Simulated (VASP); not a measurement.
# Pb (P6_3/mmc) in VASP: further runs

The runs below take Pb through single point, with r2SCAN.

All numbers are computed with VASP 6.6.1; they aren't measurements. Logs are shortened: lines on timing, memory, paths and dates and some standing lists are left out, and cuts for length are marked.

## 1. The cell of the first run

Symmetry: P6_3/mmc, No. 194, hexagonal system. Conventional cell: a = 3.480 Å, b = 3.480 Å, c = 5.534 Å, α = 90.00°, β = 90.00°, γ = 120.00°. Within 4.5 Å of Pb (site symmetry -6m2) lie 12 Pb at 3.42 to 3.48 Å.

This isn't the form of Pb at room conditions, which is fcc.

## 2. Single point, r2SCAN (strain -0.0100 x Voigt [0, 0, 1, 0, 0, 0])

Contents of POSCAR:

```
Pb
1.0
    3.4800006906      0.0000000000      0.0000000000
   -1.7400003453      3.0137690032      0.0000000000
    0.0000000000      0.0000000000      5.5341000000
Pb
2
Direct
    0.3333333333      0.6666666667      0.2500000000
    0.6666666667      0.3333333333      0.7500000000
```

Contents of INCAR.step1:

```
SYSTEM = Pb
PREC = Accurate
ENCUT = 520
ISMEAR = 0
SIGMA = 0.15
LREAL = .False.
LASPH = .True.
NELM = 60
NBANDS = 21
GGA = PE
ALGO = Normal
EDIFF = 1E-4
LWAVE = .True.
LCHARG = .False.
```

Contents of INCAR.step2:

```
SYSTEM = Pb
PREC = Accurate
ENCUT = 520
EDIFF = 1E-7
ISMEAR = 0
SIGMA = 0.15
LREAL = .False.
LASPH = .True.
NELM = 60
ALGO = Normal
ISIF = 2
LWAVE = .False.
LCHARG = .False.
METAGGA = R2SCAN
LMIXTAU = .True.
NBANDS = 21
ISTART = 1
```

Contents of KPOINTS:

```
Automatic mesh
0
Gamma
  18 18 10
  0 0 0
```

Potentials or basis: VASP PAW PBE potentials, release 64 (Pb_d).

Run with:

```console
cat potpaw_PBE.64/Pb_d/POTCAR > POTCAR
cp INCAR.step1 INCAR
mpirun -np 1 vasp_std > vasp.out
cp INCAR.step2 INCAR
mpirun -np 1 vasp_std > vasp.out
```

OUTCAR:

```text
SYSTEM = Pb
   PREC = Accurate
   ENCUT = 520
   EDIFF = 1E-7
   ISMEAR = 0
   LREAL = .False.
   LASPH = .True.
   NELM = 60
   ISIF = 2
   METAGGA = R2SCAN
   ISTART = 1

 ion  position               nearest neighbor table
   1  0.333  0.667  0.250-   2 3.42   2 3.42   2 3.42   2 3.42   2 3.42   2 3.42
   2  0.667  0.333  0.750-   1 3.42   1 3.42   1 3.42   1 3.42   1 3.42   1 3.42

  LATTYP: Found a hexagonal cell.
 ALAT       =     3.4800006906
 C/A-ratio  =     1.5902583051

  Lattice vectors:

 A1 = (   3.4800006906,   0.0000000000,   0.0000000000)
 A2 = (  -1.7400003453,   3.0137690032,   0.0000000000)
 A3 = (   0.0000000000,   0.0000000000,   5.5341000000)

Analysis of symmetry for initial positions (statically):
=====================================================================
 Subroutine PRICEL returns:
 Original cell was already a primitive cell.

 Routine SETGRP: Setting up the symmetry group for a
 hexagonal supercell.

 Subroutine GETGRP returns: Found 24 space group operations
 (whereof 12 operations were pure point group operations)
 out of a pool of 24 trial point group operations.

The static configuration has the point symmetry D_3d.
 The point group associated with its full space group is D_6h.

Analysis of symmetry for dynamics (positions and initial velocities):
=====================================================================
 Subroutine PRICEL returns:
 Original cell was already a primitive cell.

 Routine SETGRP: Setting up the symmetry group for a
 hexagonal supercell.

 Subroutine GETGRP returns: Found 24 space group operations
 (whereof 12 operations were pure point group operations)
 out of a pool of 24 trial point group operations.

The dynamic configuration has the point symmetry D_3d.
 The point group associated with its full space group is D_6h.

 Subroutine INISYM returns: Found 24 space group operations
 (whereof 12 operations are pure point group operations),
 and found     1 'primitive' translations

----------------------------------------------------------------------------------------

                                     Primitive cell

  volume of cell :      58.0412

  direct lattice vectors                    reciprocal lattice vectors
     3.480000691  0.000000000  0.000000000     0.287356265  0.165905217  0.000000000
    -1.740000345  3.013769003  0.000000000     0.000000000  0.331810434  0.000000000
     0.000000000  0.000000000  5.534100000     0.000000000  0.000000000  0.180697855

  length of vectors
     3.480000691  3.480000691  5.534100000     0.331810434  0.331810434  0.180697855

  position of ions in fractional coordinates (direct lattice)
     0.333333333  0.666666667  0.250000000
     0.666666667  0.333333333  0.750000000

  ion indices of the primitive-cell ions
   primitive index   ion index
                 1           1
                 2           2

----------------------------------------------------------------------------------------

 KPOINTS: Automatic mesh

Automatic generation of k-mesh.
 Grid dimensions read from file:
 generate k-points for:   18   18   10

 Generating k-lattice:

  Cartesian coordinates                     Fractional coordinates (reciprocal lattice)
     0.015964237  0.009216956  0.000000000     0.055555556 -0.000000000  0.000000000
     0.000000000  0.018433913  0.000000000     0.000000000  0.055555556  0.000000000
     0.000000000  0.000000000  0.018069786     0.000000000  0.000000000  0.100000000

  Length of vectors
     0.018433913  0.018433913  0.018069786

  Shift w.r.t. Gamma in fractional coordinates (k-lattice)
     0.000000000  0.000000000  0.000000000

 Subroutine IBZKPT returns following result:
 ===========================================

 Found    222 irreducible k-points:

 Following reciprocal coordinates:
            Coordinates               Weight
  0.000000  0.000000  0.000000      1.000000
  0.055556 -0.000000  0.000000      6.000000
  0.111111 -0.000000  0.000000      6.000000
  0.166667 -0.000000  0.000000      6.000000
  0.222222 -0.000000  0.000000      6.000000
  0.277778 -0.000000  0.000000      6.000000
[... 16 lines left out ...]
  0.333333  0.111111  0.000000     12.000000
  0.388889  0.111111  0.000000     12.000000
 [... further k-points ...]
   k-points           NKPTS =    222   k-points in BZ     NKDIM =    222   number of bands    NBANDS=     21
   number of dos      NEDOS =    301   number of ions     NIONS =      2
   total plane-waves  NPLWV =  32928
   dimension x,y,z NGX =    28 NGY =   28 NGZ =   42
   dimension x,y,z NGXF=    56 NGYF=   56 NGZF=   84
   ions per type =               2
   NGX,Y,Z   is equivalent  to a cutoff of  13.38, 13.38, 12.62 a.u.
   NGXF,Y,Z  is equivalent  to a cutoff of  26.75, 26.75, 25.23 a.u.
 SYSTEM =  Pb
   PREC   = accura    normal or accurate (medium, high low for compatibility)
   ISTART =      1    job   : 0-new  1-cont  2-samecut
   ICHARG =      0    charge: 1-file 2-atom 10-const
   ISPIN  =      1    spin polarized calculation?
   LNONCOLLINEAR =      F non collinear calculations
   LSORBIT =      F    spin-orbit coupling
   LASPH  =      T    aspherical Exc in radial PAW
   ENCUT  =  520.0 eV  38.22 Ry    6.18 a.u.   6.47  6.47 10.29*2*pi/ulx,y,z
   NELM   =     60;   NELMIN=  2; NELMDL=  0     # of ELM steps
   EDIFF  = 0.1E-06   stopping-criterion for ELM
   LREAL  =      F    real-space projection
   EDIFFG = 0.1E-05   stopping-criterion for IOM
   NSW    =      0    number of steps for IOM
   IBRION =     -1    ionic relax: 0-MD 1-quasi-New 2-CG
   NFREE  =      0    steps in history (QN), initial steepest desc. (CG)
   ISIF   =      2    stress and relaxation
   ISYM   =      2    0-nonsym 1-usesym 2-fastsym
   POTIM  = 0.5000    time-step for ionic-motion
   TEBEG  =    0.0;   TEEND  =   0.0 temperature during run
   PSTRESS=    0.0 pullay stress
   NELECT =      28.0000    total number of electrons
   NUPDOWN=      -1.0000    fix difference up-down
   EMIN   =  10.00;   EMAX   =-10.00  energy-range for DOS
   EFERMI =   0.00;   METHOD = LEGACY
   ISMEAR =     0;   SIGMA  =   0.15  broadening in eV -4-tet -1-fermi 0-gaus
   EFERMI_NEDOS =   21; number of points for ismear=-14 and -15
   IALGO  =     38    algorithm
   IMIX   =      4    mixing-type and parameters
     AMIX     =   0.40;   BMIX     =  1.00
     AMIX_MAG =   1.60;   BMIX_MAG =  1.00
  volume/ion in A,a.u.               =      29.02       195.84
  Fermi-wavevector in a.u.,A,eV,Ry     =   1.283952  2.426317 22.429645  1.648532
  Thomas-Fermi vector in A             =   2.416174
   LORBIT       =      0    0 simple, 1 ext, 2 COOP (PROOUT), +10 PAW based schemes
   METAGGA = R2SCAN    functional components
   LHFCALC =     F    Hartree Fock is set to
   AEXX    =    0.0000 exact exchange contribution
   IVDW    =     0    specifies the selected vdW correction
   LEPSILON=     F    determine dielectric tensor
   LRPA    =     F    only Hartree local field effects (RPA)
 non-spin polarized calculation
 Gauss-broadening in eV      SIGMA  =   0.15
  energy-cutoff  :      520.00
  volume of cell :       58.04
 maximum number of plane-waves:      1586
 NGX is ok and might be reduce to    28
   NGX = 13   NGY = 13   NGZ = 21

 number of electron      28.0000001 magnetization

 Free energy of the ion-electron system (eV)
  ---------------------------------------------------
  ext. energy  EPLUGINS =         0.00000000
  ---------------------------------------------------
  free energy    TOTEN  =      -112.48172904 eV

  energy without entropy =     -112.47182397  energy(sigma->0) =     -112.47677650

 E-fermi :   7.6823     XC(G=0): -11.1669

 val. band max:        7.6800124569   @ k =   0.3889  -0.0000   0.2000
 cond. band min:       7.6883332185   @ k =   0.3333   0.1667   0.3000
 fundamental gap:      0.0083207616
 Fermi energy:         7.6823141836

 k-point     1 :       0.0000    0.0000    0.0000
  band No.  band energies     occupation
      1     -10.0837      2.00000
      2     -10.0194      2.00000
      3     -10.0161      2.00000
      4     -10.0161      2.00000
      5      -9.9879      2.00000
      6      -9.9879      2.00000
[... 13 lines left out ...]
     20      17.4200      0.00000
     21      19.9933      0.00000

 k-point     2 :       0.0556   -0.0000    0.0000
  band No.  band energies     occupation
      1     -10.0807      2.00000
      2     -10.0334      2.00000
      3     -10.0078      2.00000
      4      -9.9991      2.00000
      5      -9.9861      2.00000
      6      -9.9799      2.00000
[... 13 lines left out ...]
     20      17.6552      0.00000
     21      19.7061      0.00000

 k-point     3 :       0.1111   -0.0000    0.0000
  band No.  band energies     occupation
      1     -10.0818      2.00000
      2     -10.0391      2.00000
      3      -9.9864      2.00000
      4      -9.9840      2.00000
      5      -9.9695      2.00000
      6      -9.9639      2.00000
[... 13 lines left out ...]
     20      18.3807      0.00000
     21      19.1683      0.00000

 k-point     4 :       0.1667   -0.0000    0.0000
  band No.  band energies     occupation
      1     -10.1009      2.00000
      2     -10.0275      2.00000
      3      -9.9826      2.00000
      4      -9.9817      2.00000
      5      -9.9763      2.00000
      6      -9.9473      2.00000
[... 13 lines left out ...]
     20      18.6517      0.00000
     21      19.1020      0.00000

 k-point     5 :       0.2222   -0.0000    0.0000
  band No.  band energies     occupation
      1     -10.1277      2.00000
      2     -10.0198      2.00000
      3     -10.0071      2.00000
      4      -9.9930      2.00000
      5      -9.9673      2.00000
      6      -9.9022      2.00000
[... 13 lines left out ...]
     20      18.1028      0.00000
     21      19.2633      0.00000

 k-point     6 :       0.2778   -0.0000    0.0000
  band No.  band energies     occupation
      1     -10.1554      2.00000
      2     -10.0351      2.00000
      3     -10.0236      2.00000
      4     -10.0099      2.00000
      5      -9.9425      2.00000
      6      -9.8541      2.00000
[... 13 lines left out ...]
     20      17.6016      0.00000
     21      19.1352      0.00000

 k-point     7 :       0.3333   -0.0000    0.0000
  band No.  band energies     occupation
      1     -10.1806      2.00000
      2     -10.0631      2.00000
      3     -10.0319      2.00000
      4     -10.0251      2.00000
      5      -9.9168      2.00000
      6      -9.8496      2.00000
[... 13 lines left out ...]
     20      17.1981      0.00000
     21      18.9818      0.00000
[... 291 lines left out ...]
      1     -10.0964      2.00000
      2     -10.0530      2.00000
      3     -10.0202      2.00000
      4      -9.9959      2.00000
      5      -9.9538      2.00000
      6      -9.9130      2.00000
[... 13 lines left out ...]
     20      17.0657      0.00000
     21      18.6620      0.00000

 k-point    21 :       0.2222    0.1111    0.0000
  band No.  band energies     occupation
      1     -10.1225      2.00000
      2     -10.0501      2.00000
      3     -10.0345      2.00000
      4     -10.0072      2.00000
      5      -9.9434      2.00000
      6      -9.8730      2.00000
[... 13 lines left out ...]
     20      16.5685      0.00000
     21      19.7199      0.00000

 k-point    22 :       0.2778    0.1111    0.0000
  band No.  band energies     occupation
      1     -10.1461      2.00000
      2     -10.0794      2.00000
      3     -10.0233      2.00000
      4     -10.0163      2.00000
      5      -9.9256      2.00000
      6      -9.8542      2.00000
[... 13 lines left out ...]
     20      16.2612      0.00000
     21      20.4823      0.00000

 k-point    23 :       0.3333    0.1111    0.0000
  band No.  band energies     occupation
      1     -10.1647      2.00000
      2     -10.1039      2.00000
      3     -10.0227      2.00000
      4     -10.0201      2.00000
      5      -9.9037      2.00000
      6      -9.8725      2.00000
[... 13 lines left out ...]
     20      16.0389      0.00000
     21      20.5682      0.00000

 k-point    24 :       0.3889    0.1111    0.0000
  band No.  band energies     occupation
      1     -10.1767      2.00000
      2     -10.1200      2.00000
      3     -10.0263      2.00000
      4     -10.0203      2.00000
      5      -9.8860      2.00000
      6      -9.8844      2.00000
[... 13 lines left out ...]
     20      15.9053      0.00000
     21      20.5141      0.00000

 [... further k-points ...]

------------------------ aborting loop because EDIFF is reached ----------------------------------------

  FORCE on cell =-STRESS in cart. coord.  units (eV):
  Direction    XX          YY          ZZ          XY          YZ          ZX
  --------------------------------------------------------------------------------------
  -------------------------------------------------------------------------------------
  Total        0.9395864      0.9395864      1.8660625     -0.0000000      0.0000000      0.0000000
  in kB       25.9364792     25.9364792     51.5110592     -0.0000000      0.0000000      0.0000000
  external PRESSURE =      34.4613392 kB  Pullay stress =       0.0000000 kB

 VOLUME and BASIS-vectors are now :
 -----------------------------------------------------------------------------
  energy-cutoff  :      520.00
  volume of cell :       58.04
      direct lattice vectors                 reciprocal lattice vectors
     3.480000691  0.000000000  0.000000000     0.287356265  0.165905217  0.000000000
    -1.740000345  3.013769003  0.000000000     0.000000000  0.331810434  0.000000000
     0.000000000  0.000000000  5.534100000     0.000000000  0.000000000  0.180697855

 POSITION                                       TOTAL-FORCE (eV/Angst)
 -----------------------------------------------------------------------------------
     -0.00000      2.00918      1.38352        -0.000000      0.000000      0.000000
      1.74000      1.00459      4.15057         0.000000      0.000000      0.000000
 -----------------------------------------------------------------------------------
    total drift:                               -0.000000      0.000000     -0.000000

  FREE ENERGIE OF THE ION-ELECTRON SYSTEM (eV)
  ---------------------------------------------------
  free  energy   TOTEN  =      -112.4817290353 eV

  energy  without entropy=     -112.4718239701  energy(sigma->0) =     -112.47677650
```

It took 10 min on 1 thread of AMD EPYC 9R45 (Zen 5), shared host; peak memory 0.3 GiB.

What came out:

```yaml
Free_energy: -112.4817 eV
Pressure: 3.4 GPa
Band_gap_on_the_k_mesh: zero (bands 14 and 15 overlap by 8.18 eV)
```

Stress tensor (GPa, compression positive):
```
2.59 0.00 0.00
0.00 2.59 0.00
0.00 0.00 5.15
```

Caveat: the cell differs from its parent crystal (strain -0.0100 x Voigt [0, 0, 1, 0, 0, 0]); the cell stands under pressure; the PAW data sets were made with another functional, which shifts forces and pressure a little; spin-orbit coupling is left out, which moves the levels of the heavy elements.

## 3. Single point, r2SCAN (strain -0.0050 x Voigt [0, 0, 1, 0, 0, 0])

Changes to POSCAR since step 2:

```diff
@@ -4,3 +4,3 @@
    -1.7400003453      3.0137690032      0.0000000000
-    0.0000000000      0.0000000000      5.5341000000
+    0.0000000000      0.0000000000      5.5620500000
 Pb
```

Contents of INCAR.step1:

```
SYSTEM = Pb
  ALGO = Normal
  EDIFF = 1E-4
  ENCUT = 520
  GGA = PE
  ISMEAR = 0
  LASPH = .True.
  LCHARG = .False.
  LREAL = .False.
  LWAVE = .True.
  NBANDS = 21
  NELM = 60
  PREC = Accurate
  SIGMA = 0.15
```

Contents of INCAR.step2:

```
SYSTEM = Pb
  ALGO = Normal
  EDIFF = 1E-6
  ENCUT = 520
  ISIF = 2
  ISMEAR = 0
  ISTART = 1
  LASPH = .True.
  LCHARG = .False.
  LMIXTAU = .True.
  LREAL = .False.
  LWAVE = .False.
  METAGGA = R2SCAN
  NBANDS = 21
  NELM = 60
  PREC = Accurate
  SIGMA = 0.15
```

Contents of KPOINTS:

```
k-points
0
Gamma
  18 18 10
  0 0 0
```

Potentials or basis: VASP PAW PBE potentials, release 64 (Pb_d).

Run with:

```console
cat potpaw_PBE.64/Pb_d/POTCAR > POTCAR
cp INCAR.step1 INCAR
mpirun -np 1 vasp_std > vasp.out
cp INCAR.step2 INCAR
mpirun -np 1 vasp_std > vasp.out
```

Wall time 9.2 min (1 thread of AMD EPYC 9R45 (Zen 5), shared host); peak memory 0.31 GiB.

The run converged. Its results:

```
Free energy            : -112.4909 eV
Pressure               : 3.1 GPa
Band gap on the k mesh : zero (bands 14 and 15 overlap by 8.19 eV)
```

Stress tensor (GPa, compression positive):
```
2.36 0.00 0.00
0.00 2.36 0.00
0.00 0.00 4.69
```

Levels at points of the mesh, in eV from the Fermi level:
| k point | band 10 | band 11 | band 12 | band 13 | band 14 | band 15 | band 16 | band 17 | band 18 | band 19 |
| --- | --- | --- | --- | --- | --- | --- | --- | --- | --- | --- |
| (0.00, 0.00, 0.00) | -17.40 | -12.53 | -8.26 | -4.48 | 5.80 | 5.80 | 7.83 | 7.83 | 8.69 | 9.36 |
| (0.50, 0.00, 0.00) | -17.37 | -8.78 | -7.43 | -2.95 | -1.43 | -0.56 | 1.98 | 2.03 | 6.09 | 6.62 |
| (0.00, 0.00, 0.50) | -17.48 | -11.17 | -11.17 | 1.22 | 1.22 | 6.77 | 6.77 | 6.77 | 6.77 | 9.88 |
| (0.50, 0.00, 0.50) | -17.39 | -7.85 | -7.85 | -3.98 | -3.98 | 3.59 | 3.59 | 4.01 | 4.01 | 7.58 |

Caveat: the cell differs from its parent crystal (strain -0.0050 x Voigt [0, 0, 1, 0, 0, 0]); the cell stands under pressure; the PAW data sets were made with another functional, which shifts forces and pressure a little; spin-orbit coupling is left out, which moves the levels of the heavy elements.

The gap in the log of VASP goes by the Fermi energy; the results here count the filled bands.